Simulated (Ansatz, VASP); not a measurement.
**One calculation of BN, two programs**

```
CELL_PARAMETERS angstrom
0.00000 1.79002 1.79002
1.79002 0.00000 1.79002
1.79002 1.79002 0.00000
ATOMIC_POSITIONS crystal
B 0.00000 0.00000 0.00000
N 0.25000 0.25000 0.25000
```

Alike in both runs: functional LDA; k mesh 10 × 10 × 10; occupations gaussian, width 0.1 eV; no spin polarisation.

Ansatz relaxed the structure, and its values are those at the end. VASP's run is a single point on that final structure, the one shown.

|  | VASP | Ansatz |
| --- | --- | --- |
| version | VASP 6.6.1 | Ansatz 0.2.0 |
| potentials or method | VASP PAW LDA potentials, release 64 (B, N), cutoff 600 eV | scalar-relativistic, plane waves, PAW |
| valence electrons in the cell | 8 | 8 |

```tsv
	VASP	Ansatz	Ansatz less VASP
gap on the k mesh at the Fermi level (eV)	4.38	4.39	+0.011
least direct gap on the mesh (eV)	8.82	8.83	+0.006
pressure (GPa)	0.9	-0.1	-1.01
```

Ansatz warns that its potentials were made for another functional, while VASP's fit it. LDA's correlation is that of Perdew and Zunger in VASP and of Perdew and Wang (1992) in Ansatz.
